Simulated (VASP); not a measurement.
Input of a VASP 6.6.1 run:

Contents of INCAR:

```
SYSTEM = Mg
PREC = Accurate ; ENCUT = 520
EDIFF = 1E-6 ; ISMEAR = 0
SIGMA = 0.1 ; LREAL = .FALSE.
LASPH = .TRUE. ; NELM = 100
ALGO = Normal ; ISIF = 2
LWAVE = .FALSE. ; LCHARG = .FALSE.
LDIPOL = .TRUE. ; IDIPOL = 3
DIPOL = 0.5 0.5 0.299 ; GGA = PE
NBANDS = 9
```

File KPOINTS:

```
regular mesh
0
G
  18 18 1
  0 0 0
```

Contents of POSCAR:

```
Mg
1.0
    2.9265713909      0.0000000000      0.0000000000
    0.0000000000      2.9265713909      0.0000000000
    0.0000000000      0.0000000000     28.4488111600
Mg
2
Direct
    0.0000000000      0.0000000000      0.2433863453
    0.0000000000      0.0000000000      0.3541781682
```

Potentials or basis: VASP PAW PBE potentials, release 64 (Mg).

Command:

```sh
$ cat potpaw_PBE.64/Mg/POTCAR > POTCAR
$ mpirun -np 1 vasp_std > vasp.out
```

Question: What does it give for the band gap on the k mesh?

Answer: Zero (bands 2 and 3 overlap by 3.28 eV).

Question: Estimate the largest force.

Answer: 0.056 eV/Å.

Forces in eV/Å, atoms in the order of the input:
```
Mg   0.000  0.000  0.056
Mg   0.000  0.000 -0.056
```
